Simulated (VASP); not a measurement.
Here is a VASP 6.6.1 calculation.

INCAR

```
ALGO = Fast
DIPOL = 0.5 0.5 0.500
EDIFF = 1E-6
EDIFFG = -0.04
ENCUT = 520
GGA = PE
IBRION = 2
IDIPOL = 3
ISIF = 2
ISMEAR = 0
LASPH = T
LCHARG = F
LDIPOL = T
LREAL = F
LWAVE = F
NELM = 80
NSW = 60
PREC = Accurate
SIGMA = 0.1
```

KPOINTS

```
k-points
0
Gamma
  9 9 1
```

POSCAR

```
Sb
1.0
    4.3012006600      0.0000000000      0.0000000000
   -2.1506003300      3.7249490400      0.0000000000
    0.0000000000      0.0000000000     25.9924888534
Sb
6
Selective dynamics
Direct
    0.3333333300      0.6666666700      0.3270175491  F F F
    0.6666666700      0.3333333300      0.3848992319  F F F
    0.0000000000      0.0000000000      0.4710591586  F F F
    0.3333333300      0.6666666700      0.5289408414  T T T
    0.6666666700      0.3333333300      0.6151007681  T T T
    0.0000000000      0.0000000000      0.6729824509  T T T
```

Potentials or basis: VASP PAW PBE potentials, release 64 (Sb).

Run with:

```bash
$ cat potpaw_PBE.64/Sb/POTCAR > POTCAR
$ mpirun -np 1 vasp_std > vasp.out
```

Question: What does it give for the energy gained by relaxing?

Answer: 5.7 meV/atom.

Step by step:
```
step  energy change (eV)  largest force on free atoms (eV/Å)  pressure (GPa)
   1              0.0000                              0.4189            0.72
   2             -0.0085                              0.2107            0.62
   3             -0.0103                              0.1731            0.55
   4             -0.0122                              0.1635            0.53
   5             -0.0168                              0.1338            0.48
   6             -0.0213                              0.2070            0.38
   7             -0.0238                              0.1712            0.37
   8             -0.0294                              0.0741            0.36
   9             -0.0325                              0.1299            0.33
  10             -0.0327                              0.0977            0.34
  11             -0.0336                              0.0667            0.29
  12             -0.0338                              0.0616            0.25
  13             -0.0342                              0.0166            0.24
```
